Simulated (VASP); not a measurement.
## BAs: relaxation of cell and atoms with PBE-based screened hybrid

BAs:

```
B As
1.0
     2.95701    0.00000    0.00000
     0.00000    2.95701    0.00000
     0.00000    0.00000    2.95701
B As
1 1
Direct
  0.50000 0.50000 0.50000
  0.00000 0.00000 0.00000
```

```
Program                            : VASP 6.6.1
Task                               : relaxation of cell and atoms
Functional                         : PBE-based screened hybrid
Potentials or basis                : VASP PAW PBE potentials, release 64 (B, As)
Cutoff                             : 600 eV
k mesh                             : 5 × 5 × 5
Occupations                        : fermi-dirac, width 0.05 eV
Spin                               : no spin polarisation
Dipole correction                  : no
Grid for exact exchange (PRECFOCK) : Normal
Share of exact exchange            : 0.25
Further INCAR settings             : ALGO = Normal; EDIFF = 1e-07; IBRION = 2; EDIFFG = -0.01; NSW = 60; ISIF = 3
Screening parameter                : 0.3 1/Å
```

- Relaxed volume: 11.96 Å³/atom
- Relaxed cell: a = 2.881 Å, b = 2.881 Å, c = 2.881 Å, α = 90.00°, β = 90.00°, γ = 90.00°
- Space group after relaxing (to 0.05 Å): Pm-3m (No. 221)
- Energy gained by relaxing: 26.1 meV/atom
- Ionic steps: 4
- Pressure after relaxing: 0.0 GPa
- Band gap on the k mesh: zero (band 4 reaches 9.70 eV, above the bottom of band 5 at 5.77 eV)

Step by step:
```tsv
step	energy change (eV)	largest force (eV/Å)	pressure (GPa)	volume (Å³)
1	0.0000	0.0000	-8.54	25.86
2	-0.0472	0.0000	3.17	23.36
3	-0.0522	0.0000	-0.20	23.95
4	-0.0522	0.0000	-0.05	23.91
```

Final structure:
```cif
data_structure
_symmetry_space_group_name_H-M 'P 1'
_symmetry_Int_Tables_number 1
_cell_length_a 2.8810
_cell_length_b 2.8810
_cell_length_c 2.8810
_cell_angle_alpha 90.000
_cell_angle_beta 90.000
_cell_angle_gamma 90.000
_cell_volume 23.91
loop_
_atom_site_label
_atom_site_type_symbol
_atom_site_fract_x
_atom_site_fract_y
_atom_site_fract_z
_atom_site_occupancy
B1 B 0.50000 0.50000 0.50000 1
As1 As 0.00000 0.00000 0.00000 1
```

Levels at points of the mesh, in eV from the Fermi level:
```tsv
k point	band 2	band 3	band 4	band 5	band 6	band 7
(0.00, 0.00, 0.00)	-1.31	-1.31	-1.31	0.07	5.65	5.65
```

It took 11 min on 1 thread of Intel(R) Xeon(R) Platinum 8375C CPU @ 2.90GHz (Ice Lake), on a shared host, peak memory 0.25 GiB.

Caveat: the k points lie up to 0.44 Å⁻¹ apart in the final cell; the PAW data sets were made with another functional, which shifts forces and pressure a little.
